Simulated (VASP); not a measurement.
## MoS2: single point with PBE+D3(BJ)

MoS2:

```
CELL_PARAMETERS angstrom
2.99190 0.00000 0.00000
-1.49595 2.59106 0.00000
0.00000 0.00000 12.74900
ATOMIC_POSITIONS crystal
Mo 0.66667 0.33333 0.25014
Mo 0.33333 0.66667 0.74986
S 0.33333 0.66667 0.37960
S 0.66667 0.33333 0.87931
S 0.33333 0.66667 0.12069
S 0.66667 0.33333 0.62040
```

* Program: VASP 6.6.1
* Task: single point
* Functional: PBE
* Dispersion: D3(BJ)
* Potentials or basis: VASP PAW PBE potentials, release 64 (Mo_sv, S)
* Cutoff: 520 eV
* k mesh: 12 × 12 × 4
* Occupations: gaussian, width 0.05 eV
* Spin: no spin polarisation
* Dipole correction: no
* Further INCAR settings: ALGO = Normal; EDIFF = 1e-06; NBANDS = 35

```json
{
  "Pressure": "7.4 GPa",
  "Largest force": "0.461 eV/Å",
  "Band gap on the k mesh": "1.02 eV (least direct gap 1.81 eV)",
  "Dispersion energy per atom": "-0.460 eV"
}
```

Forces on the atoms (eV/Å):
```
Mo   0.000  0.000 -0.001
Mo   0.000  0.000  0.001
S    0.000  0.000 -0.461
S    0.000  0.000 -0.460
S    0.000  0.000  0.460
S    0.000  0.000  0.461
```

Stress tensor (GPa, compression positive):
```
14.32  0.00  0.00
 0.00 14.32  0.00
 0.00  0.00 -6.56
```

Levels at points of the mesh, in eV from the valence-band top:
```csv
k point,band 24,band 25,band 26,band 27,band 28,band 29
"(0.00, 0.00, 0.00)",-0.94,-0.94,-0.20,3.11,3.11,3.14
"(0.50, 0.00, 0.00)",-0.93,-0.61,-0.42,2.76,2.95,2.97
"(0.00, 0.00, 0.50)",-0.96,-0.53,-0.52,3.13,3.13,3.13
"(0.50, 0.00, 0.50)",-0.95,-0.51,-0.51,2.96,2.96,2.99
```

Run time: 110 s on 1 thread of AMD EPYC 9R45 96-Core Processor (Zen 5) (shared host), peak memory 0.32 GiB.

Caveat: the stress differs along the axes, from -7 to 14 GPa. A k mesh can miss the band edges.
